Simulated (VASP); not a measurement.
Sr2TeO, 4 atoms in the cell. Symmetry: P-6m2, No. 187, hexagonal system. Conventional cell: a = 4.067 Å, b = 4.067 Å, c = 7.525 Å, α = 90.00°, β = 90.00°, γ = 120.00°. Sr (site symmetry 3m) has 3 O at 2.82 Å and 1 Sr at 3.12 Å and 3 Te at 3.22 Å within 3.7 Å. Te (site symmetry -6m2) has 6 Sr at 3.22 Å and 6 Te at 4.07 Å within 4.2 Å. Within 3.7 Å of O (site symmetry -6m2) lie 6 Sr at 2.82 Å. 

| Item | Value |
| --- | --- |
| Program | VASP 6.6.1 |
| Task | single point |
| Functional | PBE |
| Potentials or basis | VASP PAW PBE potentials, release 64 (Sr_sv, Te, O) |
| Cutoff | 520 eV |
| k mesh | 6 × 6 × 4 |
| Occupations | gaussian, width 0.1 eV |
| Spin | no spin polarisation |
| Dipole correction | no |
| Further INCAR settings | ALGO = Normal; EDIFF = 1e-07; NBANDS = 24 |

Potentials or basis: VASP PAW PBE potentials, release 64 (Sr_sv, Te, O).

Run with:

```console
$ cat potpaw_PBE.64/Sr_sv/POTCAR potpaw_PBE.64/Te/POTCAR potpaw_PBE.64/O/POTCAR > POTCAR
$ mpirun -np 1 vasp_std > vasp.out
```

Hardware: 1 thread of AMD EPYC 7R13 Processor (Zen 3), with other jobs on the host.

Question: Estimate the wall time of this run.

Answer: Wall time 44 s on 1 thread of AMD EPYC 7R13 Processor (Zen 3) (shared host), peak memory 0.21 GiB. Counts: scf iterations 16, k points 21.
